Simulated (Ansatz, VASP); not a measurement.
One calculation of H, two programs

The input INCAR:

```
  PREC = Accurate
  ENCUT = 520
  EDIFF = 1E-6
  ISMEAR = 0
  SIGMA = 0.02
  LREAL = F
  LASPH = T
  NELM = 100
  ALGO = Normal
  ISIF = 2
  LWAVE = F
  LCHARG = T
  GGA = PS
  LELF = T
  LVHAR = T
  NBANDS = 10
```

The input KPOINTS:

```
regular mesh
0
Gamma
  6 6 6
```

The input POSCAR:

```
H
1.0
    2.6234813799     -2.5669048168      0.0000000000
    2.6234813799      2.5669048168      0.0000000000
    0.0000000000      0.0000000000      4.1418180000
H
4
Direct
    0.9532956300      0.0467043700      0.0685088900
    0.4532956300      0.5467043700      0.4314911100
    0.5467043700      0.4532956300      0.5685088900
    0.0467043700      0.9532956300      0.9314911100
```

Input for Ansatz:

```yaml
crystal:
  lattice:
    - [2.6234813799, -2.5669048168, 0.0]
    - [2.6234813799, 2.5669048168, 0.0]
    - [0.0, 0.0, 4.141818]
  atoms:
    - { symbol: H, position: [0.95329563, 0.04670437, 0.06850889] }
    - { symbol: H, position: [0.45329563, 0.54670437, 0.43149111] }
    - { symbol: H, position: [0.54670437, 0.45329563, 0.56850889] }
    - { symbol: H, position: [0.04670437, 0.95329563, 0.93149111] }
basis:
  ecutwfc: 500
kpoints:
  mp_grid: { grid: [6, 6, 6] }
hamiltonian:
  xc: pbesol
scf:
  occupations: { method: gaussian, width: 0.02 }
output:
  forces: true
  stress: true
  eigenvalues: true
```

Alike in both runs: task single point; functional PBEsol; k mesh 6 × 6 × 6; occupations gaussian, width 0.02 eV; no spin polarisation.

```csv
,VASP,Ansatz
version,VASP 6.6.1,Ansatz 0.2.0
potentials or method,"VASP PAW PBE potentials, release 64 (H), cutoff 520 eV","scalar-relativistic, plane waves, PAW"
valence electrons in the cell,4,4
```

```tsv
	VASP	Ansatz	Ansatz less VASP
gap on the k mesh at the Fermi level (eV)	9.14	9.14	+0.002
least direct gap on the mesh (eV)	9.76	9.77	+0.002
pressure (GPa)	0.7	0.8	+0.15
traceless stress, the component that is largest in VASP (GPa)	-0.79	-0.80	-0.010
rms of the force components (eV/Å)	0.332	0.330	-0.0014
```

VASP's potentials were made for PBE, not for PBEsol. Atom by atom the forces differ by 0.001 eV/Å (rms over components).
